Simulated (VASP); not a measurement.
Here is a VASP 6.6.1 calculation.

The input INCAR:

```
SYSTEM = Mg2Te3O
PREC = Accurate ; ENCUT = 520
EDIFF = 1E-6 ; ISMEAR = 0
SIGMA = 0.1 ; LREAL = .FALSE.
LASPH = .TRUE. ; NELM = 80
ALGO = Normal ; ISIF = 2
LWAVE = .FALSE. ; LCHARG = .TRUE.
GGA = PE ; LELF = .TRUE.
LVHAR = .TRUE. ; NBANDS = 23
```

The input KPOINTS:

```
Automatic mesh
0
G
  4 4 4
  0 0 0
```

The input POSCAR:

```
Mg2Te3O
1.0
   -2.9468836882      2.9468836882      5.5245344755
    2.9468836882     -2.9468836882      5.5245344755
    2.9468836882      2.9468836882     -5.5245344755
Mg Te O
2 3 1
Direct
    0.7500000000      0.2500000000      0.5000000000
    0.2500000000      0.7500000000      0.5000000000
    0.5000000000      0.5000000000      0.0000000000
    0.5000000000      0.0000000000      0.5000000000
    0.0000000000      0.5000000000      0.5000000000
    0.0000000000      0.0000000000      0.0000000000
```

Potentials or basis: VASP PAW PBE potentials, release 64 (Mg, Te, O).

Command:

```sh
$ cat potpaw_PBE.64/Mg/POTCAR potpaw_PBE.64/Te/POTCAR potpaw_PBE.64/O/POTCAR > POTCAR
$ mpirun -np 1 vasp_std > vasp.out
```

(1) Predict the band gap on the k mesh.

(2) Estimate the pressure.

## Answers

(1) zero (band 14 reaches 4.07 eV, above the bottom of band 15 at 2.43 eV).

(2) 0.0 GPa.

Caveat: the k points lie up to 0.38 Å⁻¹ apart; spin-orbit coupling is left out, which moves the levels of the heavy elements.
